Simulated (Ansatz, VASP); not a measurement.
GaAs: VASP beside Ansatz

```
Ga As
1.0
     0.00000    2.58372    2.58372
     2.58372    0.00000    2.58372
     2.58372    2.58372    0.00000
Ga As
1 1
Direct
  0.00000 0.00000 0.00000
  0.50000 0.50000 0.50000
```

Change from the starting cell: volume scaled by 0.88, PAW files.

Alike in both runs: task single point; functional PBE; k mesh 15 × 15 × 15; occupations fermi-dirac, width 0.08 eV; no spin polarisation.

|  | VASP | Ansatz |
| --- | --- | --- |
| version | VASP 6.6.1 | Ansatz 0.2.0 |
| potentials or method | VASP PAW PBE potentials, release 64 (Ga_d, As) | PAW with Ansatz's default frozen-core files, scalar-relativistic |
| plane-wave cutoff (eV) | 520 | 420 |
| valence electrons in the cell | 18 | 28 |

VASP gave:

| Property | Result |
| --- | --- |
| pressure (GPa) | 12.6 |

What did Ansatz give for the same quantities?

Pressure (GPa): 12.2.

VASP's potentials hold 18 valence electrons a cell and Ansatz's 28, so a difference there can come from the potentials and not from the codes.
